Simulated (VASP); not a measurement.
**Ce: single point with RPBE**

Ce:

```xyz
1
Lattice="0.0000 2.3066 2.3066 2.3066 0.0000 2.3066 2.3066 2.3066 0.0000" Properties=species:S:1:pos:R:3 pbc="T T T"
Ce    0.0000    0.0000    0.0000
```

| Quantity | Value |
| --- | --- |
| Program | VASP 6.6.1 |
| Task | single point |
| Functional | RPBE |
| Potentials or basis | VASP PAW PBE potentials, release 64 (Ce) |
| Cutoff | 520 eV |
| k mesh | 15 × 15 × 15 |
| Occupations | fermi-dirac, width 0.05 eV |
| Spin | collinear spin, ferromagnetic start |
| Starting moments | [1.0] μB |

The pressure is 5.3 GPa, the band gap on the k mesh is zero (filled and empty bands overlap) and the net moment is 0.00 μB per cell. The valence electrons inside the program's atomic spheres are Ce 10.05.

Levels at points of the mesh, in eV from the Fermi level:
Spin up:
```csv
k point,band 2,band 3,band 4,band 5,band 6,band 7,band 8,band 9,band 10,band 11
"(0.00, 0.00, 0.00)",-15.71,-15.71,-15.71,-2.65,-0.31,0.39,0.39,0.39,1.27,1.27
```
Spin down:
| k point | band 4 | band 5 | band 6 | band 7 | band 8 | band 9 |
| --- | --- | --- | --- | --- | --- | --- |
| (0.00, 0.00, 0.00) | -15.71 | -2.65 | -0.31 | 0.39 | 0.39 | 0.39 |

It took 71 s on 1 thread of Oxide Virtual Turin-like Processor (shared host), peak memory 0.18 GiB.

Caveat: the magnetic or orbital state may not be the lowest; the cell stands under pressure; the moments typed at the start vanished in this run; the PAW data sets were made with another functional, which shifts forces and pressure a little; spin-orbit coupling is left out, which moves the levels of the heavy elements; semilocal functionals describe open f shells poorly, which spoils levels, moments and volumes. The state reached can hang on the start; a lower one may exist.
